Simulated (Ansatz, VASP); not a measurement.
**One calculation of BaTiO3, two programs**

```
CELL_PARAMETERS angstrom
4.00600 0.00000 0.00000
0.00000 4.00600 0.00000
0.00000 0.00000 4.00600
ATOMIC_POSITIONS crystal
Ba 0.50000 0.50000 0.50000
Ti 0.00000 0.00000 0.00000
O 0.50000 0.00000 0.00000
O 0.00000 0.50000 0.00000
O 0.00000 0.00000 0.50000
```

Alike in both runs: task single point; functional PBE; k mesh 8 × 8 × 8; occupations gaussian, width 0.05 eV; collinear spin.

|  | VASP | Ansatz |
| --- | --- | --- |
| version | VASP 6.6.1 | Ansatz 0.2.0 |
| potentials or method | VASP PAW PBE potentials, release 64 (Ba_sv, Ti_sv, O), cutoff 520 eV | scalar-relativistic, plane waves, PAW |
| valence electrons in the cell | 40 | 40 |

VASP gave:

```
gap on the k mesh at the Fermi level (eV) : 1.74
least direct gap on the mesh (eV)         : 1.89
pressure (GPa)                            : 3.4
net moment per atom (μB)                  : 0.00
```

What did Ansatz give for the same quantities?

gap on the k mesh at the Fermi level (eV): 1.81; least direct gap on the mesh (eV): 1.91; pressure (GPa): 1.7; net moment per atom (μB): 0.00.

Ansatz's warnings: seeded moment not kept.

Neither program's run includes spin-orbit coupling.
